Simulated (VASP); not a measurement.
# Ge (Fd-3m) in VASP: single point with r2SCAN

Aim: the single point of Ge with r2SCAN.

Program: VASP 6.6.1. These are calculated values, not measurements. Logs are shortened: lines on timing, memory, paths and dates and some standing lists are left out, and cuts for length are marked.

**Measured values to compare with.**

From “Electronic and optical properties of SixGe1-x-ySny alloys lattice-matched to Ge”, 2021, arxiv:2109.02782, for a bulk crystal of Ge at 300 K: band gap 0.807 eV (direct).

How close the calculation comes is told below.

**1. The cell of the first run**

The structure is cubic, space group Fd-3m (No. 227). The conventional cell has a = 5.658 Å, b = 5.658 Å, c = 5.658 Å, α = 90.00°, β = 90.00°, γ = 90.00°. Within 3.2 Å of Ge (site symmetry -43m) lie 4 Ge at 2.45 Å.

**2. Single point, r2SCAN**

The input, POSCAR:

```
Ge
1.0
    0.0000000000      2.8290000000      2.8290000000
    2.8290000000      0.0000000000      2.8290000000
    2.8290000000      2.8290000000      0.0000000000
Ge
2
Direct
    0.0000000000      0.0000000000      0.0000000000
    0.2500000000      0.2500000000      0.2500000000
```

The input, INCAR.step1:

```
  PREC = Accurate
  ENCUT = 550
  ISMEAR = 0
  SIGMA = 0.01
  LREAL = F
  LASPH = T
  NELM = 120
  NBANDS = 21
  GGA = PE
  ALGO = Normal
  EDIFF = 1E-5
  LWAVE = T
  LCHARG = F
  GGA_COMPAT = F
```

The input, INCAR.step2:

```
  PREC = Accurate
  ENCUT = 550
  EDIFF = 1E-6
  ISMEAR = 0
  SIGMA = 0.01
  LREAL = F
  LASPH = T
  NELM = 120
  ALGO = Normal
  ISIF = 2
  LWAVE = F
  LCHARG = T
  METAGGA = R2SCAN
  LMIXTAU = T
  LELF = T
  LVHAR = T
  NBANDS = 21
  ISTART = 1
  GGA_COMPAT = F
```

The input, KPOINTS:

```
Automatic mesh
0
Gamma
  12 12 12
```

Potentials or basis: VASP PAW PBE potentials, release 64 (Ge_d).

On the command line:

```sh
cat potpaw_PBE.64/Ge_d/POTCAR > POTCAR
cp INCAR.step1 INCAR
mpirun -np 1 vasp_std > vasp.out
cp INCAR.step2 INCAR
mpirun -np 1 vasp_std > vasp.out
```

OUTCAR:

```text
PREC = Accurate
   ENCUT = 550
   EDIFF = 1E-6
   ISMEAR = 0
   LREAL = F
   LASPH = T
   NELM = 120
   ISIF = 2
   METAGGA = R2SCAN
   ISTART = 1

 ion  position               nearest neighbor table
   1  0.000  0.000  0.000-   2 2.45   2 2.45   2 2.45   2 2.45
   2  0.250  0.250  0.250-   1 2.45   1 2.45   1 2.45   1 2.45

  LATTYP: Found a face centered cubic cell.
 ALAT       =     5.6580000000

  Lattice vectors:

 A1 = (   0.0000000000,   2.8290000000,   2.8290000000)
 A2 = (   2.8290000000,   0.0000000000,   2.8290000000)
 A3 = (   2.8290000000,   2.8290000000,   0.0000000000)

Analysis of symmetry for initial positions (statically):
=====================================================================
 Subroutine PRICEL returns:
 Original cell was already a primitive cell.

 Routine SETGRP: Setting up the symmetry group for a
 face centered cubic supercell.

 Subroutine GETGRP returns: Found 48 space group operations
 (whereof 24 operations were pure point group operations)
 out of a pool of 48 trial point group operations.

The static configuration has the point symmetry T_d .
 The point group associated with its full space group is O_h .

Analysis of symmetry for dynamics (positions and initial velocities):
=====================================================================
 Subroutine PRICEL returns:
 Original cell was already a primitive cell.

 Routine SETGRP: Setting up the symmetry group for a
 face centered cubic supercell.

 Subroutine GETGRP returns: Found 48 space group operations
 (whereof 24 operations were pure point group operations)
 out of a pool of 48 trial point group operations.

The dynamic configuration has the point symmetry T_d .
 The point group associated with its full space group is O_h .

 Subroutine INISYM returns: Found 48 space group operations
 (whereof 24 operations are pure point group operations),
 and found     1 'primitive' translations

----------------------------------------------------------------------------------------

                                     Primitive cell

  volume of cell :      45.2823

  direct lattice vectors                    reciprocal lattice vectors
     0.000000000  2.829000000  2.829000000    -0.176740898  0.176740898  0.176740898
     2.829000000  0.000000000  2.829000000     0.176740898 -0.176740898  0.176740898
     2.829000000  2.829000000  0.000000000     0.176740898  0.176740898 -0.176740898

  length of vectors
     4.000810168  4.000810168  4.000810168     0.306124215  0.306124215  0.306124215

  position of ions in fractional coordinates (direct lattice)
     0.000000000  0.000000000  0.000000000
     0.250000000  0.250000000  0.250000000

  ion indices of the primitive-cell ions
   primitive index   ion index
                 1           1
                 2           2

----------------------------------------------------------------------------------------

 KPOINTS: Automatic mesh

Automatic generation of k-mesh.
 Grid dimensions read from file:
 generate k-points for:   12   12   12

 Generating k-lattice:

  Cartesian coordinates                     Fractional coordinates (reciprocal lattice)
    -0.014728408  0.014728408  0.014728408     0.083333333  0.000000000  0.000000000
     0.014728408 -0.014728408  0.014728408     0.000000000  0.083333333  0.000000000
     0.014728408  0.014728408 -0.014728408     0.000000000  0.000000000  0.083333333

  Length of vectors
     0.025510351  0.025510351  0.025510351

  Shift w.r.t. Gamma in fractional coordinates (k-lattice)
     0.000000000  0.000000000  0.000000000

 Subroutine IBZKPT returns following result:
 ===========================================

 Found     72 irreducible k-points:

 Following reciprocal coordinates:
            Coordinates               Weight
  0.000000  0.000000  0.000000      1.000000
  0.083333  0.000000  0.000000      8.000000
  0.166667  0.000000  0.000000      8.000000
  0.250000  0.000000  0.000000      8.000000
  0.333333  0.000000  0.000000      8.000000
  0.416667  0.000000  0.000000      8.000000
[... 16 lines left out ...]
  0.500000  0.166667  0.000000     24.000000
 -0.416667  0.166667  0.000000     24.000000
 [... further k-points ...]
   k-points           NKPTS =     72   k-points in BZ     NKDIM =     72   number of bands    NBANDS=     21
   number of dos      NEDOS =    301   number of ions     NIONS =      2
   total plane-waves  NPLWV =  32768
   dimension x,y,z NGX =    32 NGY =   32 NGZ =   32
   dimension x,y,z NGXF=    64 NGYF=   64 NGZF=   64
   ions per type =               2
   NGX,Y,Z   is equivalent  to a cutoff of  13.30, 13.30, 13.30 a.u.
   NGXF,Y,Z  is equivalent  to a cutoff of  26.59, 26.59, 26.59 a.u.
 SYSTEM =  unknown system
   PREC   = accura    normal or accurate (medium, high low for compatibility)
   ISTART =      1    job   : 0-new  1-cont  2-samecut
   ICHARG =      0    charge: 1-file 2-atom 10-const
   ISPIN  =      1    spin polarized calculation?
   LNONCOLLINEAR =      F non collinear calculations
   LSORBIT =      F    spin-orbit coupling
   LASPH  =      T    aspherical Exc in radial PAW
   ENCUT  =  550.0 eV  40.42 Ry    6.36 a.u.   7.65  7.65  7.65*2*pi/ulx,y,z
   NELM   =    120;   NELMIN=  2; NELMDL=  0     # of ELM steps
   EDIFF  = 0.1E-05   stopping-criterion for ELM
   LREAL  =      F    real-space projection
   EDIFFG = 0.1E-04   stopping-criterion for IOM
   NSW    =      0    number of steps for IOM
   IBRION =     -1    ionic relax: 0-MD 1-quasi-New 2-CG
   NFREE  =      0    steps in history (QN), initial steepest desc. (CG)
   ISIF   =      2    stress and relaxation
   ISYM   =      2    0-nonsym 1-usesym 2-fastsym
   POTIM  = 0.5000    time-step for ionic-motion
   TEBEG  =    0.0;   TEEND  =   0.0 temperature during run
   PSTRESS=    0.0 pullay stress
   NELECT =      28.0000    total number of electrons
   NUPDOWN=      -1.0000    fix difference up-down
   EMIN   =  10.00;   EMAX   =-10.00  energy-range for DOS
   EFERMI =   0.00;   METHOD = LEGACY
   ISMEAR =     0;   SIGMA  =   0.01  broadening in eV -4-tet -1-fermi 0-gaus
   EFERMI_NEDOS =   21; number of points for ismear=-14 and -15
   IALGO  =     38    algorithm
   IMIX   =      4    mixing-type and parameters
     AMIX     =   0.40;   BMIX     =  1.00
     AMIX_MAG =   1.60;   BMIX_MAG =  1.00
  volume/ion in A,a.u.               =      22.64       152.79
  Fermi-wavevector in a.u.,A,eV,Ry     =   1.394712  2.635624 26.466349  1.945222
  Thomas-Fermi vector in A             =   2.518235
   LORBIT       =      0    0 simple, 1 ext, 2 COOP (PROOUT), +10 PAW based schemes
   METAGGA = R2SCAN    functional components
   LHFCALC =     F    Hartree Fock is set to
   AEXX    =    0.0000 exact exchange contribution
   IVDW    =     0    specifies the selected vdW correction
   LEPSILON=     F    determine dielectric tensor
   LRPA    =     F    only Hartree local field effects (RPA)
 non-spin polarized calculation
 Gauss-broadening in eV      SIGMA  =   0.01
  energy-cutoff  :      550.00
  volume of cell :       45.28
 maximum number of plane-waves:      1363
   NGX = 15   NGY = 15   NGZ = 15

 number of electron      28.0000013 magnetization

 Free energy of the ion-electron system (eV)
  ---------------------------------------------------
  ext. energy  EPLUGINS =         0.00000000
  ---------------------------------------------------
  free energy    TOTEN  =       -27.74390355 eV

  energy without entropy =      -27.74390355  energy(sigma->0) =      -27.74390355

 E-fermi :   4.9051     XC(G=0): -10.8191

 val. band max:        4.7996661516   @ k =   0.0000   0.0000   0.0000
 cond. band min:       5.2027768462   @ k =   0.0000   0.0000   0.0000
 fundamental gap:      0.4031106946
 Fermi energy:         4.9051275378

 k-point     1 :       0.0000    0.0000    0.0000
  band No.  band energies     occupation
      1     -20.6939      2.00000
      2     -20.6939      2.00000
      3     -20.6939      2.00000
      4     -20.6544      2.00000
      5     -20.6544      2.00000
      6     -20.4370      2.00000
[... 13 lines left out ...]
     20      14.7356      0.00000
     21      14.7356      0.00000

 k-point     2 :       0.0833    0.0000    0.0000
  band No.  band energies     occupation
      1     -20.6983      2.00000
      2     -20.6983      2.00000
      3     -20.6927      2.00000
      4     -20.6483      2.00000
      5     -20.6483      2.00000
      6     -20.4425      2.00000
[... 13 lines left out ...]
     20      14.1889      0.00000
     21      14.1889      0.00000

 k-point     3 :       0.1667    0.0000    0.0000
  band No.  band energies     occupation
      1     -20.7062      2.00000
      2     -20.7062      2.00000
      3     -20.6895      2.00000
      4     -20.6361      2.00000
      5     -20.6361      2.00000
      6     -20.4519      2.00000
[... 13 lines left out ...]
     20      13.6238      0.00000
     21      13.6239      0.00000

 k-point     4 :       0.2500    0.0000    0.0000
  band No.  band energies     occupation
      1     -20.7128      2.00000
      2     -20.7128      2.00000
      3     -20.6850      2.00000
      4     -20.6244      2.00000
      5     -20.6244      2.00000
      6     -20.4601      2.00000
[... 13 lines left out ...]
     20      13.6097      0.00000
     21      13.6097      0.00000

 k-point     5 :       0.3333    0.0000    0.0000
  band No.  band energies     occupation
      1     -20.7168      2.00000
      2     -20.7168      2.00000
      3     -20.6804      2.00000
      4     -20.6160      2.00000
      5     -20.6160      2.00000
      6     -20.4652      2.00000
[... 13 lines left out ...]
     20      14.2854      0.00000
     21      14.2854      0.00000
[... 382 lines left out ...]
     20      15.1626      0.00000
     21      15.6284      0.00000

 k-point    22 :       0.4167    0.1667    0.0000
  band No.  band energies     occupation
      1     -20.7325      2.00000
      2     -20.7191      2.00000
      3     -20.6696      2.00000
      4     -20.6053      2.00000
      5     -20.5840      2.00000
      6     -20.5165      2.00000
[... 13 lines left out ...]
     20      15.6477      0.00000
     21      16.5764      0.00000

 k-point    23 :       0.5000    0.1667    0.0000
  band No.  band energies     occupation
      1     -20.7366      2.00000
      2     -20.7228      2.00000
      3     -20.6584      2.00000
      4     -20.5961      2.00000
      5     -20.5878      2.00000
      6     -20.5090      2.00000
[... 13 lines left out ...]
     20      16.5333      0.00000
     21      16.6839      0.00000

 k-point    24 :      -0.4167    0.1667    0.0000
  band No.  band energies     occupation
      1     -20.7368      2.00000
      2     -20.7255      2.00000
      3     -20.6525      2.00000
      4     -20.5974      2.00000
      5     -20.5893      2.00000
      6     -20.4950      2.00000
[... 13 lines left out ...]
     20      15.0305      0.00000
     21      15.8278      0.00000

 [... further k-points ...]
[... 5 lines left out ...]
  --------------------------------------------------------------------------------------
  -------------------------------------------------------------------------------------
  Total        0.2229612      0.2229612      0.2229612      0.0000000      0.0000000     -0.0000000
  in kB        7.8888022      7.8888022      7.8888022      0.0000000      0.0000000     -0.0000000
  external PRESSURE =       7.8888022 kB  Pullay stress =       0.0000000 kB

 VOLUME and BASIS-vectors are now :
 -----------------------------------------------------------------------------
  energy-cutoff  :      550.00
  volume of cell :       45.28
      direct lattice vectors                 reciprocal lattice vectors
     0.000000000  2.829000000  2.829000000    -0.176740898  0.176740898  0.176740898
     2.829000000  0.000000000  2.829000000     0.176740898 -0.176740898  0.176740898
     2.829000000  2.829000000  0.000000000     0.176740898  0.176740898 -0.176740898

 POSITION                                       TOTAL-FORCE (eV/Angst)
 -----------------------------------------------------------------------------------
      0.00000      0.00000      0.00000         0.000000     -0.000000      0.000000
      1.41450      1.41450      1.41450        -0.000000      0.000000     -0.000000
 -----------------------------------------------------------------------------------
    total drift:                               -0.000000      0.000000      0.000000

  FREE ENERGIE OF THE ION-ELECTRON SYSTEM (eV)
  ---------------------------------------------------
  free  energy   TOTEN  =       -27.7439035477 eV

  energy  without entropy=      -27.7439035477  energy(sigma->0) =      -27.74390355
```

Wall time 3.1 min (1 thread of AMD EPYC 7R43 (Zen 3), shared host); peak memory 0.18 GiB.

Results:

| Item | Value |
| --- | --- |
| Free energy | -27.7439 eV |
| Pressure | 0.8 GPa |
| Band gap on the k mesh | 0.40 eV |

Caveat: the PAW data sets were made with another functional, which shifts forces and pressure a little.

**3. How close it comes**

Step 2. Against the measured gap of Ge, 0.807 eV (direct; 300 K; “Electronic and optical properties of SixGe1-x-ySny alloys lattice-matched to Ge”, 2021, arxiv:2109.02782), the calculated 0.40 eV is off by -0.40 eV. 3 values of this kind are on record (0.666 to 0.807 eV); this one was drawn at random among those near their median. Spin-orbit coupling on Ge is left out. The value is that of r2SCAN on a finite k mesh, which can miss the band edges, without temperature or zero-point motion.
